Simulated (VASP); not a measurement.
Li, 1 atom in the cell. It takes space group Pm-3m (No. 221, cubic). The conventional cell has a = 3.311 Å, b = 3.311 Å, c = 3.311 Å, α = 90.00°, β = 90.00°, γ = 90.00°. Within 4.4 Å of Li (site symmetry m-3m) lie 6 Li at 3.31 Å.  This cell differs from its parent crystal: K replaced by Li, lengths x 0.778, strained.

```yaml
Program: VASP 6.6.1
Task: single point
Functional: PBEsol
Potentials_or_basis: VASP PAW PBE potentials, release 64 (Li_sv)
Cutoff: 520 eV
k_mesh: 6 × 6 × 6
Occupations: gaussian, width 0.1 eV
Spin: no spin polarisation
Dipole_correction: no
Further_INCAR_settings: ALGO = Normal; EDIFF = 1e-06; NBANDS = 8
```

Potentials or basis: VASP PAW PBE potentials, release 64 (Li_sv).

Command:

```bash
$ cat potpaw_PBE.64/Li_sv/POTCAR > POTCAR
$ mpirun -np 1 vasp_std > vasp.out
```

Hardware: 1 thread of Intel(R) Xeon(R) Platinum 8259CL CPU @ 2.50GHz (Skylake/Cascade Lake) (shared host).

**Question.** Estimate the wall time of this run.

**Answer.** It took 4 s on 1 thread of Intel(R) Xeon(R) Platinum 8259CL CPU @ 2.50GHz (Skylake/Cascade Lake) (shared host), peak memory 0.14 GiB. Counts: scf iterations 9, k points 20.
